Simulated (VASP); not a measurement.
Set up this calculation in VASP 6.6.1, as the native input.

- Task: relaxation of cell and atoms
- Functional: PBE
- Potentials or basis: VASP PAW PBE potentials, release 64 (Ca_sv, F)
- Cutoff: 600 eV
- k mesh: 18 × 18 × 18
- Occupations: gaussian, width 0.1 eV
- Spin: no spin polarisation
- Dipole correction: no
- Further INCAR settings: ALGO = Normal; EDIFF = 1e-07; IBRION = 2; EDIFFG = -0.01; NSW = 100; ISIF = 3

The structure of CaF lies in POSCAR:

```
CaF
1.0
    0.0000000000      2.6405748037      2.6405748037
    2.6405748037      0.0000000000      2.6405748037
    2.6405748037      2.6405748037      0.0000000000
Ca F
1 1
Direct
    0.0000000000      0.0000000000      0.0000000000
    0.5000000000      0.5000000000      0.5000000000
```

The cell was built from a structure type or drawn by symmetry, and may not be a known phase.

One way to write it, as run:

INCAR

```
SYSTEM = CaF
PREC = Accurate ; ENCUT = 600
EDIFF = 1E-7 ; ISMEAR = 0
SIGMA = 0.1 ; LREAL = .FALSE.
LASPH = .TRUE. ; NELM = 120
ALGO = Normal ; ISIF = 3
LWAVE = .FALSE. ; LCHARG = .FALSE.
GGA = PE ; IBRION = 2
NSW = 100 ; EDIFFG = -0.01
GGA_COMPAT = .FALSE. ; NELMIN = 4
```

KPOINTS

```
Automatic mesh
0
G
  18 18 18
  0 0 0
```

Potentials or basis: VASP PAW PBE potentials, release 64 (Ca_sv, F).

Command:

```console
$ cat potpaw_PBE.64/Ca_sv/POTCAR potpaw_PBE.64/F/POTCAR > POTCAR
$ mpirun -np 1 vasp_std > vasp.out
```

It gave:

The relaxed volume is 18.73 Å³/atom. The relaxed cell is a = 3.755 Å, b = 3.755 Å, c = 3.755 Å, α = 60.00°, β = 60.00°, γ = 60.00° and the space group after relaxing (to 0.1 Å) is Fm-3m (No. 225). The energy gained by relaxing is 0.5 meV/atom, the ionic steps are 3 and the pressure after relaxing is 0.0 GPa. The band gap on the k mesh is zero (an odd number of electrons rules out a gap without spin polarisation).

Caveat: an odd number of electrons without spin polarisation forces a metal; a magnetic or distorted state may lie lower.

It took 3.5 min on 1 thread of Intel(R) Xeon(R) Platinum 8375C CPU @ 2.90GHz (Ice Lake), with other jobs on the host, peak memory 0.27 GiB.
